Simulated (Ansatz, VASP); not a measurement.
## One calculation of BAs, two programs

```xyz
2
Lattice="2.6334 0.0000 0.0000 0.0000 2.6334 0.0000 0.0000 0.0000 2.6334" Properties=species:S:1:pos:R:3 pbc="T T T"
B     0.0000    0.0000    0.0000
As    1.3167    1.3167    1.3167
```

Change from the starting cell: volume scaled by 0.72, LAPW.

Alike in both runs: task single point; functional PBE; k mesh 15 × 15 × 15; occupations fermi-dirac, width 0.05 eV; no spin polarisation.

|  | VASP | Ansatz |
| --- | --- | --- |
| version | VASP 6.6.1 | Ansatz 0.2.0 |
| potentials or method | VASP PAW PBE potentials, release 64 (B, As), cutoff 520 eV | all-electron LAPW, scalar-relativistic |

|  | VASP | Ansatz | Ansatz less VASP |
| --- | --- | --- | --- |
| pressure (GPa) | 71.1 | 69.5 | -1.62 |

Both programs put the cell under a high pressure, so it lies far from rest at this level. Ansatz ran all-electron here, and VASP with PAW potentials.

Noted on VASP's run: the cell as given lies far from equilibrium.
